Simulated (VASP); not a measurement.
# HfCo (Pm-3m) in VASP: single point with LDA

Aim: the single point of HfCo with LDA.

All numbers are computed with VASP 6.6.1; they aren't measurements. Logs are shortened: lines on timing, memory, paths and dates and some standing lists are left out, and cuts for length are marked.

## (1) The cell of the first run

Symmetry: Pm-3m, No. 221, cubic system. The conventional cell has a = 3.077 Å, b = 3.077 Å, c = 3.077 Å, α = 90.00°, β = 90.00°, γ = 90.00°. Hf (site symmetry m-3m) has 8 Co at 2.66 Å and 6 Hf at 3.08 Å within 3.5 Å. Within 3.5 Å of Co (site symmetry m-3m) lie 8 Hf at 2.66 Å and 6 Co at 3.08 Å.

## (2) Single point, LDA, collinear spin, ferromagnetic start

Contents of INCAR:

```
ALGO = Normal ; EDIFF = 1E-6
ENCUT = 520 ; ISIF = 2
ISMEAR = 0 ; ISPIN = 2
LASPH = True ; LCHARG = False
LMAXMIX = 4 ; LORBIT = 11
LREAL = False ; LWAVE = False
MAGMOM = 0 1.16 ; NBANDS = 20
NELM = 150 ; PREC = Accurate
SIGMA = 0.1
```

Contents of KPOINTS:

```
k-points
0
Gamma
  14 14 14
```

Contents of POSCAR:

```
HfCo
1.0
    3.0768400487      0.0000000000      0.0000000000
    0.0000000000      3.0768400487      0.0000000000
    0.0000000000      0.0000000000      3.0768400487
Hf Co
1 1
Direct
    0.5000000000      0.5000000000      0.5000000000
    0.0000000000      0.0000000000      0.0000000000
```

Potentials or basis: VASP PAW LDA potentials, release 64 (Hf_pv, Co).

Command:

```bash
> cat potpaw_LDA.64/Hf_pv/POTCAR potpaw_LDA.64/Co/POTCAR > POTCAR
> mpirun -np 1 vasp_std > vasp.out
```

OUTCAR:

```text
EDIFF = 1E-6
   ENCUT = 520
   ISIF = 2
   ISMEAR = 0
   ISPIN = 2
   LASPH = True
   LORBIT = 11
   LREAL = False
   NELM = 150
   PREC = Accurate

 ion  position               nearest neighbor table
   1  0.500  0.500  0.500-   2 2.66   2 2.66   2 2.66   2 2.66   2 2.66   2 2.66   2 2.66   2 2.66

   2  0.000  0.000  0.000-   1 2.66   1 2.66   1 2.66   1 2.66   1 2.66   1 2.66   1 2.66   1 2.66

  LATTYP: Found a simple cubic cell.
 ALAT       =     3.0768400487

  Lattice vectors:

 A1 = (   3.0768400487,   0.0000000000,   0.0000000000)
 A2 = (   0.0000000000,   3.0768400487,   0.0000000000)
 A3 = (   0.0000000000,   0.0000000000,   3.0768400487)

Analysis of symmetry for initial positions (statically):
=====================================================================
 Subroutine PRICEL returns:
 Original cell was already a primitive cell.

 Routine SETGRP: Setting up the symmetry group for a
 simple cubic supercell.

 Subroutine GETGRP returns: Found 48 space group operations
 (whereof 48 operations were pure point group operations)
 out of a pool of 48 trial point group operations.

The static configuration has the point symmetry O_h .

Analysis of symmetry for dynamics (positions and initial velocities):
=====================================================================
 Subroutine PRICEL returns:
 Original cell was already a primitive cell.

 Routine SETGRP: Setting up the symmetry group for a
 simple cubic supercell.

 Subroutine GETGRP returns: Found 48 space group operations
 (whereof 48 operations were pure point group operations)
 out of a pool of 48 trial point group operations.

The dynamic configuration has the point symmetry O_h .

Analysis of structural, dynamic, and magnetic symmetry:
=====================================================================
 Subroutine PRICEL returns:
 Original cell was already a primitive cell.

 Routine SETGRP: Setting up the symmetry group for a
 simple cubic supercell.

 Subroutine GETGRP returns: Found 48 space group operations
 (whereof 48 operations were pure point group operations)
 out of a pool of 48 trial point group operations.

The overall configuration has the point symmetry O_h .

 Subroutine INISYM returns: Found 48 space group operations
 (whereof 48 operations are pure point group operations),
 and found     1 'primitive' translations

----------------------------------------------------------------------------------------

                                     Primitive cell

  volume of cell :      29.1283

  direct lattice vectors                    reciprocal lattice vectors
     3.076840049  0.000000000  0.000000000     0.325008770  0.000000000  0.000000000
     0.000000000  3.076840049  0.000000000     0.000000000  0.325008770  0.000000000
     0.000000000  0.000000000  3.076840049     0.000000000  0.000000000  0.325008770

  length of vectors
     3.076840049  3.076840049  3.076840049     0.325008770  0.325008770  0.325008770

  position of ions in fractional coordinates (direct lattice)
     0.500000000  0.500000000  0.500000000
     0.000000000  0.000000000  0.000000000

  ion indices of the primitive-cell ions
   primitive index   ion index
                 1           1
                 2           2

----------------------------------------------------------------------------------------

 KPOINTS: k-points

Automatic generation of k-mesh.
 Grid dimensions read from file:
 generate k-points for:   14   14   14

 Generating k-lattice:

  Cartesian coordinates                     Fractional coordinates (reciprocal lattice)
     0.023214912  0.000000000  0.000000000     0.071428571  0.000000000  0.000000000
     0.000000000  0.023214912  0.000000000     0.000000000  0.071428571  0.000000000
     0.000000000  0.000000000  0.023214912     0.000000000  0.000000000  0.071428571

  Length of vectors
     0.023214912  0.023214912  0.023214912

  Shift w.r.t. Gamma in fractional coordinates (k-lattice)
     0.000000000  0.000000000  0.000000000

 Subroutine IBZKPT returns following result:
 ===========================================

 Found    120 irreducible k-points:

 Following reciprocal coordinates:
            Coordinates               Weight
  0.000000  0.000000  0.000000      1.000000
  0.071429  0.000000  0.000000      6.000000
  0.142857  0.000000  0.000000      6.000000
  0.214286  0.000000  0.000000      6.000000
  0.285714  0.000000  0.000000      6.000000
  0.357143  0.000000  0.000000      6.000000
[... 16 lines left out ...]
  0.285714  0.214286  0.000000     24.000000
  0.357143  0.214286  0.000000     24.000000
 [... further k-points ...]
   k-points           NKPTS =    120   k-points in BZ     NKDIM =    120   number of bands    NBANDS=     20
   number of dos      NEDOS =    301   number of ions     NIONS =      2
   total plane-waves  NPLWV =  13824
   dimension x,y,z NGX =    24 NGY =   24 NGZ =   24
   dimension x,y,z NGXF=    48 NGYF=   48 NGZF=   48
   ions per type =               1   1
   NGX,Y,Z   is equivalent  to a cutoff of  12.97, 12.97, 12.97 a.u.
   NGXF,Y,Z  is equivalent  to a cutoff of  25.94, 25.94, 25.94 a.u.
 SYSTEM =  unknown system
   PREC   = accura    normal or accurate (medium, high low for compatibility)
   ISTART =      0    job   : 0-new  1-cont  2-samecut
   ICHARG =      2    charge: 1-file 2-atom 10-const
   ISPIN  =      2    spin polarized calculation?
   LNONCOLLINEAR =      F non collinear calculations
   LSORBIT =      F    spin-orbit coupling
   LASPH  =      T    aspherical Exc in radial PAW
   ENCUT  =  520.0 eV  38.22 Ry    6.18 a.u.   5.72  5.72  5.72*2*pi/ulx,y,z
   NELM   =    150;   NELMIN=  2; NELMDL= -5     # of ELM steps
   EDIFF  = 0.1E-05   stopping-criterion for ELM
   LREAL  =      F    real-space projection
   EDIFFG = 0.1E-04   stopping-criterion for IOM
   NSW    =      0    number of steps for IOM
   IBRION =     -1    ionic relax: 0-MD 1-quasi-New 2-CG
   NFREE  =      0    steps in history (QN), initial steepest desc. (CG)
   ISIF   =      2    stress and relaxation
   ISYM   =      2    0-nonsym 1-usesym 2-fastsym
   POTIM  = 0.5000    time-step for ionic-motion
   TEBEG  =    0.0;   TEEND  =   0.0 temperature during run
   PSTRESS=    0.0 pullay stress
   NELECT =      19.0000    total number of electrons
   NUPDOWN=      -1.0000    fix difference up-down
   EMIN   =  10.00;   EMAX   =-10.00  energy-range for DOS
   EFERMI =   0.00;   METHOD = LEGACY
   ISMEAR =     0;   SIGMA  =   0.10  broadening in eV -4-tet -1-fermi 0-gaus
   EFERMI_NEDOS =   21; number of points for ismear=-14 and -15
   IALGO  =     38    algorithm
   IMIX   =      4    mixing-type and parameters
     AMIX     =   0.40;   BMIX     =  1.00
     AMIX_MAG =   1.60;   BMIX_MAG =  1.00
  volume/ion in A,a.u.               =      14.56        98.28
  Fermi-wavevector in a.u.,A,eV,Ry     =   1.419780  2.682996 27.426295  2.015776
  Thomas-Fermi vector in A             =   2.540765
   LORBIT       =     11    0 simple, 1 ext, 2 COOP (PROOUT), +10 PAW based schemes
   GGA     = CA    functional components
   LHFCALC =     F    Hartree Fock is set to
   AEXX    =    0.0000 exact exchange contribution
   IVDW    =     0    specifies the selected vdW correction
   LEPSILON=     F    determine dielectric tensor
   LRPA    =     F    only Hartree local field effects (RPA)
 spin polarized calculation
 Gauss-broadening in eV      SIGMA  =   0.10
  energy-cutoff  :      520.00
  volume of cell :       29.13
 maximum number of plane-waves:       804
 NGX is ok and might be reduce to    24
   NGX = 11   NGY = 11   NGZ = 11

 number of electron      19.0000018 magnetization       0.2747416

 number of electron      19.0000013 magnetization      -0.0044093

 Free energy of the ion-electron system (eV)
  ---------------------------------------------------
  ext. energy  EPLUGINS =         0.00000000
  ---------------------------------------------------
  free energy    TOTEN  =       -19.72609696 eV

  energy without entropy =      -19.71296964  energy(sigma->0) =      -19.71953330

 E-fermi :   7.7615     XC(G=0): -12.9170

 val. band max:        7.7593078892   @ k =   0.5000   0.0000   0.0000
 cond. band min:       7.7621948077   @ k =   0.3571   0.3571   0.3571
 fundamental gap:      0.0028869185
 Fermi energy:         7.7615392317

 spin component 1

 k-point     1 :       0.0000    0.0000    0.0000
  band No.  band energies     occupation
      1     -22.2865      1.00000
      2     -22.2865      1.00000
      3     -22.2865      1.00000
      4      -0.6372      1.00000
      5       3.6447      1.00000
      6       3.6447      1.00000
[... 12 lines left out ...]
     19      24.9120      0.00000
     20      25.8850      0.00000
[... 507 lines left out ...]
 k-point    24 :       0.3571    0.2143    0.0000
  band No.  band energies     occupation
      1     -22.7685      1.00000
      2     -22.4827      1.00000
      3     -22.2248      1.00000
      4       2.4664      1.00000
      5       4.2908      1.00000
      6       5.3913      1.00000
[... 12 lines left out ...]
     19      22.9285      0.00000
     20      24.3523      0.00000

 [... further k-points ...]

 spin component 2

 k-point     1 :       0.0000    0.0000    0.0000
  band No.  band energies     occupation
      1     -22.2865      1.00000
      2     -22.2865      1.00000
      3     -22.2865      1.00000
      4      -0.6377      1.00000
      5       3.6425      1.00000
      6       3.6425      1.00000
[... 12 lines left out ...]
     19      24.9112      0.00000
     20      25.8838      0.00000
[... 507 lines left out ...]
 k-point    24 :       0.3571    0.2143    0.0000
  band No.  band energies     occupation
      1     -22.7685      1.00000
      2     -22.4827      1.00000
      3     -22.2247      1.00000
      4       2.4658      1.00000
      5       4.2889      1.00000
      6       5.3881      1.00000
[... 12 lines left out ...]
     19      22.9278      0.00000
     20      24.3519      0.00000

 [... further k-points ...]
[... 5 lines left out ...]
  --------------------------------------------------------------------------------------
  -------------------------------------------------------------------------------------
  Total       -0.1065699     -0.1065699     -0.1065699      0.0000000      0.0000000      0.0000000
  in kB       -5.8617931     -5.8617931     -5.8617931      0.0000000      0.0000000      0.0000000
  external PRESSURE =      -5.8617931 kB  Pullay stress =       0.0000000 kB

 VOLUME and BASIS-vectors are now :
 -----------------------------------------------------------------------------
  energy-cutoff  :      520.00
  volume of cell :       29.13
      direct lattice vectors                 reciprocal lattice vectors
     3.076840049  0.000000000  0.000000000     0.325008770  0.000000000  0.000000000
     0.000000000  3.076840049  0.000000000     0.000000000  0.325008770  0.000000000
     0.000000000  0.000000000  3.076840049     0.000000000  0.000000000  0.325008770

 POSITION                                       TOTAL-FORCE (eV/Angst)
 -----------------------------------------------------------------------------------
      1.53842      1.53842      1.53842         0.000000      0.000000      0.000000
      0.00000      0.00000      0.00000         0.000000      0.000000      0.000000
 -----------------------------------------------------------------------------------
    total drift:                                0.000000      0.000000     -0.000000

  FREE ENERGIE OF THE ION-ELECTRON SYSTEM (eV)
  ---------------------------------------------------
  free  energy   TOTEN  =       -19.7260969629 eV

  energy  without entropy=      -19.7129696447  energy(sigma->0) =      -19.71953330

 total charge

# of ion       s       p       d       tot
------------------------------------------
    1        0.419   6.553   1.684   8.656
    2        0.547   0.441   7.449   8.436
--------------------------------------------------
tot          0.966   6.994   9.132  17.092

 magnetization (x)

# of ion       s       p       d       tot
------------------------------------------
    1        0.000   0.000   0.000   0.000
    2       -0.000  -0.000  -0.004  -0.004
--------------------------------------------------
tot         -0.000  -0.000  -0.004  -0.004
```

It took 90 s on 1 thread of Intel Xeon Platinum 8488C (Sapphire Rapids), shared host; peak memory 0.22 GiB.

What came out:

```yaml
Free_energy: -19.7261 eV
Pressure: -0.6 GPa
Net_moment: 0.00 μB per cell
Valence_electrons_inside_the_program's_atomic_spheres: Hf 8.66; Co 8.44
```

Levels at points of the mesh, in eV from the Fermi level:
Spin up:
| k point | band 5 | band 6 | band 7 | band 8 | band 9 | band 10 | band 11 | band 12 | band 13 | band 14 |
| --- | --- | --- | --- | --- | --- | --- | --- | --- | --- | --- |
| (0.00, 0.00, 0.00) | -4.12 | -4.12 | -1.45 | -1.45 | -1.45 | 1.19 | 1.19 | 5.72 | 5.72 | 5.72 |
| (0.50, 0.00, 0.00) | -3.54 | -2.37 | -1.46 | -1.46 | -1.08 | -0.87 | 0.00 | 1.51 | 1.51 | 5.17 |
| (0.50, 0.50, 0.00) | -4.16 | -2.46 | -2.46 | -0.66 | -0.25 | 1.12 | 1.12 | 1.82 | 4.56 | 4.56 |
| (0.50, 0.50, 0.50) | -2.67 | -2.67 | -2.05 | -2.05 | -2.05 | -0.63 | -0.63 | 5.27 | 7.37 | 7.37 |
Spin down:
```
           k point  band 7  band 8  band 9  band 10  band 11  band 12
(0.00, 0.00, 0.00)   -1.45   -1.45   -1.45     1.18     1.18     5.72
(0.50, 0.00, 0.00)   -1.46   -1.46   -1.08    -0.87     0.00     1.51
(0.50, 0.50, 0.00)   -2.47   -0.66   -0.25     1.12     1.12     1.82
(0.50, 0.50, 0.50)   -2.05   -2.05   -2.05    -0.63    -0.63     5.27
```

Caveat: spin-orbit coupling is left out, which moves the levels of the heavy elements.
